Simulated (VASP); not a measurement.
# Sb in VASP: density of states with PBEsol

Aim: the density of states of Sb with PBEsol.

All numbers are computed with VASP 6.6.1; they aren't measurements. Logs are shortened: lines on timing, memory, paths and dates and some standing lists are left out, and cuts for length are marked.

### Step 1. The cell of the first run

The cell holds a slab with vacuum, 5 atoms: a = 3.334 Å, b = 3.334 Å, c = 25.430 Å, α = 90.00°, β = 90.00°, γ = 90.00°.

### Step 2. Density of states, PBEsol

POSCAR reads:

```
Sb
1.0
    3.3338465325      0.0000000000      0.0000000000
    0.0000000000      3.3338465325      0.0000000000
    0.0000000000      0.0000000000     25.4295000000
Sb
5
Direct
    0.0000000000      0.0000000000      0.3145944287
    0.5000000000      0.5000000000      0.4072972141
    0.0000000000      0.0000000000      0.5000000000
    0.5000000000      0.5000000000      0.5927027859
    0.0000000000      0.0000000000      0.6854055713
```

INCAR.step1 reads:

```
PREC = Accurate
ENCUT = 520
EDIFF = 1E-7
ISMEAR = -1
SIGMA = 0.1
LREAL = F
LASPH = T
NELM = 80
ALGO = Normal
ISIF = 2
LWAVE = F
LCHARG = T
LDIPOL = T
IDIPOL = 3
DIPOL = 0.5 0.5 0.500
GGA = PS
NBANDS = 20
```

KPOINTS.step1 reads:

```
Automatic mesh
0
Gamma
  11 11 1
```

INCAR.step2 reads:

```
PREC = Accurate
ENCUT = 520
EDIFF = 1E-7
ISMEAR = -5
SIGMA = 0.1
LREAL = F
LASPH = T
NELM = 80
ALGO = Normal
ISIF = 2
LWAVE = F
LCHARG = F
LDIPOL = T
IDIPOL = 3
DIPOL = 0.5 0.5 0.500
GGA = PS
LORBIT = 10
NBANDS = 20
NEDOS = 2001
ICHARG = 11
```

KPOINTS.step2 reads:

```
Automatic mesh
0
Gamma
  17 17 1
```

Potentials or basis: VASP PAW PBE potentials, release 64 (Sb).

Launch:

```bash
> cat potpaw_PBE.64/Sb/POTCAR > POTCAR
> cp INCAR.step1 INCAR
> cp KPOINTS.step1 KPOINTS
> mpirun -np 1 vasp_std > vasp.out
> cp INCAR.step2 INCAR
> cp KPOINTS.step2 KPOINTS
> mpirun -np 1 vasp_std > vasp.out
```

OUTCAR:

```text
PREC = Accurate
   ENCUT = 520
   EDIFF = 1E-7
   ISMEAR = -5
   LREAL = F
   LASPH = T
   NELM = 80
   ISIF = 2
   GGA = PS
   LORBIT = 10
   ICHARG = 11

 ion  position               nearest neighbor table
   1  0.000  0.000  0.315-   2 3.33   2 3.33   2 3.33   2 3.33
   2  0.500  0.500  0.407-   1 3.33   1 3.33   1 3.33   1 3.33   3 3.33   3 3.33   3 3.33   3 3.33

   3  0.000  0.000  0.500-   2 3.33   4 3.33   2 3.33   4 3.33   2 3.33   4 3.33   2 3.33   4 3.33

   4  0.500  0.500  0.593-   5 3.33   5 3.33   5 3.33   5 3.33   3 3.33   3 3.33   3 3.33   3 3.33

   5  0.000  0.000  0.685-   4 3.33   4 3.33   4 3.33   4 3.33

  LATTYP: Found a simple tetragonal cell.
 ALAT       =     3.3338465325
 C/A-ratio  =     7.6276756450

  Lattice vectors:

 A1 = (   3.3338465325,   0.0000000000,   0.0000000000)
 A2 = (   0.0000000000,   3.3338465325,   0.0000000000)
 A3 = (   0.0000000000,   0.0000000000,  25.4295000000)

Analysis of symmetry for initial positions (statically):
=====================================================================
 Subroutine PRICEL returns:
 Original cell was already a primitive cell.

 Routine SETGRP: Setting up the symmetry group for a
 simple tetragonal supercell.

 Subroutine GETGRP returns: Found 16 space group operations
 (whereof 16 operations were pure point group operations)
 out of a pool of 16 trial point group operations.

The static configuration has the point symmetry D_4h.

Analysis of symmetry for dynamics (positions and initial velocities):
=====================================================================
 Subroutine PRICEL returns:
 Original cell was already a primitive cell.

 Routine SETGRP: Setting up the symmetry group for a
 simple tetragonal supercell.

 Subroutine GETGRP returns: Found 16 space group operations
 (whereof 16 operations were pure point group operations)
 out of a pool of 16 trial point group operations.

The dynamic configuration has the point symmetry D_4h.

 Subroutine INISYM returns: Found 16 space group operations
 (whereof 16 operations are pure point group operations),
 and found     1 'primitive' translations

----------------------------------------------------------------------------------------

                                     Primitive cell

  volume of cell :     282.6370

  direct lattice vectors                    reciprocal lattice vectors
     3.333846532  0.000000000  0.000000000     0.299953819  0.000000000  0.000000000
     0.000000000  3.333846532  0.000000000     0.000000000  0.299953819  0.000000000
     0.000000000  0.000000000 25.429500000     0.000000000  0.000000000  0.039324407

  length of vectors
     3.333846532  3.333846532 25.429500000     0.299953819  0.299953819  0.039324407

  position of ions in fractional coordinates (direct lattice)
     0.000000000  0.000000000  0.314594429
     0.500000000  0.500000000  0.407297214
     0.000000000  0.000000000  0.500000000
     0.500000000  0.500000000  0.592702786
     0.000000000  0.000000000  0.685405571

  ion indices of the primitive-cell ions
   primitive index   ion index
                 1           1
                 2           2
                 3           3
                 4           4
                 5           5

----------------------------------------------------------------------------------------

 KPOINTS: Automatic mesh

Automatic generation of k-mesh.
 Grid dimensions read from file:
 generate k-points for:   17   17    1

 Generating k-lattice:

  Cartesian coordinates                     Fractional coordinates (reciprocal lattice)
     0.017644342  0.000000000  0.000000000     0.058823529  0.000000000  0.000000000
     0.000000000  0.017644342  0.000000000     0.000000000  0.058823529  0.000000000
     0.000000000  0.000000000  0.039324407     0.000000000  0.000000000  1.000000000

  Length of vectors
     0.017644342  0.017644342  0.039324407

  Shift w.r.t. Gamma in fractional coordinates (k-lattice)
     0.000000000  0.000000000  0.000000000

 TETIRR: Found    415 inequivalent tetrahedra from     1734

 Subroutine IBZKPT returns following result:
 ===========================================

 Found     45 irreducible k-points:

 Following reciprocal coordinates:
            Coordinates               Weight
  0.000000  0.000000  0.000000      1.000000
  0.058824  0.000000  0.000000      4.000000
  0.117647  0.000000  0.000000      4.000000
  0.176471  0.000000  0.000000      4.000000
  0.235294  0.000000  0.000000      4.000000
  0.294118  0.000000  0.000000      4.000000
[... 16 lines left out ...]
  0.411765  0.117647  0.000000      8.000000
  0.470588  0.117647  0.000000      8.000000
 [... further k-points ...]
   k-points           NKPTS =     45   k-points in BZ     NKDIM =     45   number of bands    NBANDS=     20
   number of dos      NEDOS =   2001   number of ions     NIONS =      5
   total plane-waves  NPLWV = 150528
   dimension x,y,z NGX =    28 NGY =   28 NGZ =  192
   dimension x,y,z NGXF=    56 NGYF=   56 NGZF=  384
   ions per type =               5
   NGX,Y,Z   is equivalent  to a cutoff of  13.96, 13.96, 12.55 a.u.
   NGXF,Y,Z  is equivalent  to a cutoff of  27.93, 27.93, 25.10 a.u.
 SYSTEM =  unknown system
   PREC   = accura    normal or accurate (medium, high low for compatibility)
   ISTART =      0    job   : 0-new  1-cont  2-samecut
   ICHARG =     11    charge: 1-file 2-atom 10-const
   ISPIN  =      1    spin polarized calculation?
   LNONCOLLINEAR =      F non collinear calculations
   LSORBIT =      F    spin-orbit coupling
   LASPH  =      T    aspherical Exc in radial PAW
   ENCUT  =  520.0 eV  38.22 Ry    6.18 a.u.   6.20  6.20 47.28*2*pi/ulx,y,z
   NELM   =     80;   NELMIN=  2; NELMDL=  0     # of ELM steps
   EDIFF  = 0.1E-06   stopping-criterion for ELM
   LREAL  =      F    real-space projection
   EDIFFG = 0.1E-05   stopping-criterion for IOM
   NSW    =      0    number of steps for IOM
   IBRION =     -1    ionic relax: 0-MD 1-quasi-New 2-CG
   NFREE  =      0    steps in history (QN), initial steepest desc. (CG)
   ISIF   =      2    stress and relaxation
   ISYM   =      2    0-nonsym 1-usesym 2-fastsym
   POTIM  = 0.5000    time-step for ionic-motion
   TEBEG  =    0.0;   TEEND  =   0.0 temperature during run
   PSTRESS=    0.0 pullay stress
   NELECT =      25.0000    total number of electrons
   NUPDOWN=      -1.0000    fix difference up-down
   EMIN   =  10.00;   EMAX   =-10.00  energy-range for DOS
   EFERMI =   0.00;   METHOD = LEGACY
   ISMEAR =    -5;   SIGMA  =   0.10  broadening in eV -4-tet -1-fermi 0-gaus
   EFERMI_NEDOS =   21; number of points for ismear=-14 and -15
   IALGO  =     38    algorithm
   IMIX   =      4    mixing-type and parameters
     AMIX     =   0.40;   BMIX     =  1.00
     AMIX_MAG =   1.60;   BMIX_MAG =  1.00
  volume/ion in A,a.u.               =      56.53       381.47
  Fermi-wavevector in a.u.,A,eV,Ry     =   0.729421  1.378407  7.239055  0.532056
  Thomas-Fermi vector in A             =   1.821139
   LORBIT       =     10    0 simple, 1 ext, 2 COOP (PROOUT), +10 PAW based schemes
   GGA     = PS    functional components
   LHFCALC =     F    Hartree Fock is set to
   AEXX    =    0.0000 exact exchange contribution
   IVDW    =     0    specifies the selected vdW correction
   LEPSILON=     F    determine dielectric tensor
   LRPA    =     F    only Hartree local field effects (RPA)
 non-spin polarized calculation
 Fermi weights with tetrahedron method with Bloechl corrections
  energy-cutoff  :      520.00
  volume of cell :      282.64
 maximum number of plane-waves:      7648
 NGX is ok and might be reduce to    28

 number of electron      25.0000002 magnetization

 dipolmoment           0.000000      0.000000      0.000000 electrons x Angstroem

 Free energy of the ion-electron system (eV)
  ---------------------------------------------------
  ext. energy  EPLUGINS =         0.00000000
  ---------------------------------------------------
  free energy    TOTEN  =       -20.85650124 eV

  energy without entropy =      -20.85650124  energy(sigma->0) =      -20.85650124

 E-fermi :   1.7421     XC(G=0):  -5.4941

 val. band max:        1.8401621752   @ k =   0.0588   0.0588   0.0000
 cond. band min:       1.7307499250   @ k =   0.4118   0.4118   0.0000
 fundamental gap:     -0.1094122502
 Fermi energy:         1.7420685412

 k-point     1 :       0.0000    0.0000    0.0000
  band No.  band energies     occupation
      1     -11.2299      2.00000
      2     -10.5160      2.00000
      3      -9.3668      2.00000
      4      -7.9948      2.00000
      5      -6.5508      2.00000
      6      -2.5764      2.00000
[... 12 lines left out ...]
     19       5.7590      0.00000
     20       6.1656      0.00000

 k-point     2 :       0.0588    0.0000    0.0000
  band No.  band energies     occupation
      1     -11.1833      2.00000
      2     -10.4702      2.00000
      3      -9.3231      2.00000
      4      -7.9563      2.00000
      5      -6.5246      2.00000
      6      -2.5334      2.00000
[... 12 lines left out ...]
     19       5.8091      0.00000
     20       6.3040      0.00000
[... 465 lines left out ...]
      3      -7.4014      2.00000
      4      -6.8745      2.00000
      5      -6.8578      2.00000
      6      -3.4042      2.00000
[... 12 lines left out ...]
     19       4.7022      0.00000
     20       4.9261      0.00000

 k-point    24 :       0.4706    0.1176    0.0000
  band No.  band energies     occupation
      1      -8.2079      2.00000
      2      -7.7384      2.00000
      3      -7.5647      2.00000
      4      -7.1002      2.00000
      5      -7.0636      2.00000
      6      -3.6014      2.00000
[... 12 lines left out ...]
     19       4.5555      0.00000
     20       4.8297      0.00000

 [... further k-points ...]

------------------------ aborting loop because EDIFF is reached ----------------------------------------

 vacuum level on the upper side and lower side of the slab       (xc-potential included)        -0.063        -0.063

  FORCE on cell =-STRESS in cart. coord.  units (eV):
  Direction    XX          YY          ZZ          XY          YZ          ZX
  --------------------------------------------------------------------------------------
  -------------------------------------------------------------------------------------
  Total       -2.5536179     -2.5536179     -1.3967887      0.0000000      0.0000000      0.0000000
  in kB      -14.4756296    -14.4756296     -7.9179412      0.0000000      0.0000000      0.0000000
  external PRESSURE =     -12.2897335 kB  Pullay stress =       0.0000000 kB

 VOLUME and BASIS-vectors are now :
 -----------------------------------------------------------------------------
  energy-cutoff  :      520.00
  volume of cell :      282.64
      direct lattice vectors                 reciprocal lattice vectors
     3.333846532  0.000000000  0.000000000     0.299953819  0.000000000  0.000000000
     0.000000000  3.333846532  0.000000000     0.000000000  0.299953819  0.000000000
     0.000000000  0.000000000 25.429500000     0.000000000  0.000000000  0.039324407

 POSITION                                       TOTAL-FORCE (eV/Angst)
 -----------------------------------------------------------------------------------
      0.00000      0.00000      7.99998         0.000000     -0.000000      0.330772
      1.66692      1.66692     10.35736         0.000000      0.000000     -0.344284
      0.00000      0.00000     12.71475         0.000000      0.000000      0.000000
      1.66692      1.66692     15.07214         0.000000      0.000000      0.344284
      0.00000      0.00000     17.42952        -0.000000     -0.000000     -0.330772
 -----------------------------------------------------------------------------------
    total drift:                               -0.000000     -0.000000      0.000000

  FREE ENERGIE OF THE ION-ELECTRON SYSTEM (eV)
  ---------------------------------------------------
  free  energy   TOTEN  =       -20.8565012360 eV

  energy  without entropy=      -20.8565012360  energy(sigma->0) =      -20.85650124

 vacuum level on the upper side and lower side of the slab         5.991         5.991

 total charge

# of ion       s       p       d       tot
------------------------------------------
    1        1.241   1.049   0.025   2.315
    2        1.268   1.013   0.046   2.327
    3        1.249   1.063   0.042   2.354
    4        1.268   1.013   0.046   2.327
    5        1.241   1.049   0.025   2.315
--------------------------------------------------
tot          6.268   5.187   0.184  11.639
```

It took 3.2 min on 1 thread of Intel Xeon 6975P-C (Granite Rapids), shared host; peak memory 0.45 GiB.

What came out:

| Item | Value |
| --- | --- |
| Valence electrons inside the program's atomic spheres | Sb 2.31, 2.33, 2.35 |

Caveat: the PAW data sets were made with another functional, which shifts forces and pressure a little; spin-orbit coupling is left out, which moves the levels of the heavy elements; tetrahedron occupations give inexact forces and stress in metals.
